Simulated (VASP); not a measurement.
Wanted: the native input for a VASP 6.6.1 run.

- Task: single point
- Functional: revPBE
- Potentials or basis: VASP PAW PBE potentials, release 64 (B)
- Cutoff: 520 eV
- k mesh: 23 × 23 × 2
- Occupations: fermi-dirac, width 0.1 eV
- Spin: no spin polarisation
- Dipole correction: no
- Further INCAR settings: ALGO = Normal; EDIFF = 1e-07; NBANDS = 14

The structure of B lies in POSCAR:

```
B
1.0
    1.7452943611      0.0000000000      0.0000000000
   -0.8726471805      1.5114692538      0.0000000000
    0.0000000000      0.0000000000     21.9871372326
B
4
Direct
    1.0000000000      1.0000000000      0.0000000000
    1.0000000000      1.0000000000      0.5000000000
    0.3333333333      0.6666666667      0.2500000000
    0.6666666667      0.3333333333      0.7500000000
```

This cell differs from its parent crystal: volume scaled by 1.04.

The input as run:

INCAR

```
SYSTEM = B
ALGO     = Normal         ! electronic algorithm
EDIFF    = 1E-7           ! SCF threshold, eV
ENCUT    = 520            ! plane-wave cutoff, eV
GGA      = RE             ! functional
ISIF     = 2              ! what is computed and relaxed
ISMEAR   = -1             ! smearing method
LASPH    = .TRUE.         ! aspherical terms in the spheres
LCHARG   = .TRUE.         ! write CHGCAR
LELF     = .TRUE.         ! ELF
LREAL    = .FALSE.        ! projectors in reciprocal space
LVHAR    = .TRUE.       
LWAVE    = .FALSE.        ! write WAVECAR
NBANDS   = 14             ! bands
NELM     = 80             ! most SCF steps
PREC     = Accurate       ! precision mode
SIGMA    = 0.1            ! smearing width, eV
```

KPOINTS

```
k-points
0
G
  23 23 2
  0 0 0
```

Potentials or basis: VASP PAW PBE potentials, release 64 (B).

Run with:

```console
$ cat potpaw_PBE.64/B/POTCAR > POTCAR
$ mpirun -np 1 vasp_std > vasp.out
```

Results of the run:

```json
{
 "Pressure": "-5.4 GPa",
 "Band gap on the k mesh": "zero (band 6 reaches 5.32 eV, above the bottom of band 7 at -5.24 eV)"
}
```

Caveat: the PAW data sets were made with another functional, which shifts forces and pressure a little; this functional lacks dispersion, which binds the layers, so the pressure and a relaxed spacing across them are unreliable.

Wall time 2.5 min on 1 thread of Intel Xeon 8259CL, with other jobs on the host, peak memory 0.21 GiB.
